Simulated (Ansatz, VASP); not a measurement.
# CuO in VASP and in Ansatz

```
Cu O
1.0
     3.44471    0.00000    0.00000
     0.00000    3.44471    0.00000
     0.00000    0.00000    4.28868
Cu O
2 2
Direct
  0.00000 0.50000 0.00000
  0.50000 0.00000 0.50000
  0.00000 0.00000 0.25000
  0.00000 0.00000 0.75000
```

Alike in both runs: task single point; functional RPBE; k mesh 8 × 8 × 6; occupations fermi-dirac, width 0.05 eV; no spin polarisation.

|  | VASP | Ansatz |
| --- | --- | --- |
| version | VASP 6.6.1 | Ansatz 0.2.0 |
| potentials or method | VASP PAW PBE potentials, release 64 (Cu, O) | Ansatz PAW |
| plane-wave cutoff (eV) | 520 | 420 |
| valence electrons in the cell | 34 | 50 |

Ansatz gave:

| Property | Result |
| --- | --- |
| gap on the k mesh at the Fermi level (eV) | none |
| pressure (GPa) | -0.7 |
| traceless stress, the component that is largest in VASP (GPa) | 23.34 |

Question: Estimate VASP's values.

Answer: gap on the k mesh at the Fermi level (eV): none; pressure (GPa): -0.2; traceless stress, the component that is largest in VASP (GPa): 22.88.

VASP's potentials were made for PBE, not for RPBE. A gap of «none» marks a metal or a gap that the smearing closes. VASP's potentials hold 34 valence electrons a cell and Ansatz's 50, so a difference there can come from the potentials and not from the codes.
